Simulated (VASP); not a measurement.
A run of VASP 6.6.1 is set up as follows.

The input POSCAR:

```
Pd
1.0
    2.7691057696      0.0000000000      0.0000000000
   -1.3845528848      2.3981159423      0.0000000000
    0.0000000000      0.0000000000      4.7334889584
Pd
2
Direct
    0.3333333333      0.6666666667      0.2500000000
    0.6666666667      0.3333333333      0.7500000000
```

INCAR.step1

```
PREC     = Accurate       # precision mode
ENCUT    = 520            # plane-wave cutoff, eV
EDIFF    = 1E-5           # SCF threshold, eV
ISMEAR   = -1             # smearing method
SIGMA    = 0.05           # smearing width, eV
LREAL    = False          # projectors in reciprocal space
LASPH    = True           # aspherical terms in the spheres
NELM     = 60             # most SCF steps
ALGO     = Normal         # electronic algorithm
ISIF     = 2              # what is computed and relaxed
LWAVE    = True           # write WAVECAR
LCHARG   = False          # write CHGCAR
GGA      = PE             # functional
NBANDS   = 17             # bands
```

INCAR.step2

```
PREC     = Accurate       # precision mode
ENCUT    = 520            # plane-wave cutoff, eV
EDIFF    = 1E-7           # SCF threshold, eV
ISMEAR   = -1             # smearing method
SIGMA    = 0.05           # smearing width, eV
LREAL    = False          # projectors in reciprocal space
LASPH    = True           # aspherical terms in the spheres
NELM     = 60             # most SCF steps
ALGO     = Normal         # electronic algorithm
ISIF     = 2              # what is computed and relaxed
LWAVE    = False          # write WAVECAR
LCHARG   = False          # write CHGCAR
GGA      = B3             # functional
LHFCALC  = True           # exact exchange
AEXX     = 0.2            # exact-exchange fraction
AGGAX    = 0.72         
AGGAC    = 0.81         
ALDAC    = 0.19         
PRECFOCK = Normal       
ISTART   = 1            
NBANDS   = 17             # bands
```

The input KPOINTS:

```
regular mesh
0
Gamma
  6 6 3
```

Potentials or basis: VASP PAW PBE potentials, release 64 (Pd).

Launch:

```console
$ cat potpaw_PBE.64/Pd/POTCAR > POTCAR
$ cp INCAR.step1 INCAR
$ mpirun -np 1 vasp_std > vasp.out
$ cp INCAR.step2 INCAR
$ mpirun -np 1 vasp_std > vasp.out
```

(1) What does it give for the pressure?

(2) Estimate the band gap on the k mesh.

## Answers

(1) 0.5 GPa.

(2) zero (band 10 reaches 8.88 eV, above the bottom of band 11 at 7.44 eV).

Caveat: the k points lie up to 0.44 Å⁻¹ apart; the PAW data sets were made with another functional, which shifts forces and pressure a little.
